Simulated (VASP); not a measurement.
Wanted: the native input for a VASP 6.6.1 run.

```yaml
Task: single point
Functional: PBE
Potentials_or_basis: VASP PAW PBE potentials, release 64 (C, O)
Cutoff: 600 eV
k_mesh: 4 × 4 × 4
Occupations: gaussian, width 0.1 eV
Spin: no spin polarisation
Dipole_correction: no
Further_INCAR_settings: ALGO = Normal; EDIFF = 1e-06; NBANDS = 44
```

The structure of CO2 lies in POSCAR:

```
CO2
1.0
    5.4970730000      0.0000000000      0.0000000000
    0.0000000000      5.4970730000      0.0000000000
    0.0000000000      0.0000000000      5.4970730000
C O
4 8
Direct
    0.0000000000      0.0000000000      0.0000000000
    0.5000000000      0.0000000000      0.5000000000
    0.5000000000      0.5000000000      0.0000000000
    0.0000000000      0.5000000000      0.5000000000
    0.1225370000      0.1225370000      0.1225370000
    0.3774630000      0.8774630000      0.6225370000
    0.6225370000      0.3774630000      0.8774630000
    0.8774630000      0.6225370000      0.3774630000
    0.8774630000      0.8774630000      0.8774630000
    0.6225370000      0.1225370000      0.3774630000
    0.3774630000      0.6225370000      0.1225370000
    0.1225370000      0.3774630000      0.6225370000
```

The input as run:

INCAR

```
ALGO = Normal
EDIFF = 1E-6
ENCUT = 600
GGA = PE
GGA_COMPAT = False
ISIF = 2
ISMEAR = 0
LASPH = True
LCHARG = True
LELF = True
LREAL = False
LVHAR = True
LWAVE = False
NBANDS = 44
NELM = 120
PREC = Accurate
SIGMA = 0.1
```

KPOINTS

```
k-points
0
Gamma
  4 4 4
```

Potentials or basis: VASP PAW PBE potentials, release 64 (C, O).

Launch:

```bash
$ cat potpaw_PBE.64/C/POTCAR potpaw_PBE.64/O/POTCAR > POTCAR
$ mpirun -np 1 vasp_std > vasp.out
```

It gave:

| Quantity | Value |
| --- | --- |
| Pressure | 3.9 GPa |
| Largest force | 0.725 eV/Å |
| Band gap on the k mesh | 6.85 eV, direct |

Run time: 3 min on 1 thread of Intel Xeon 8259CL (shared host), peak memory 0.34 GiB.
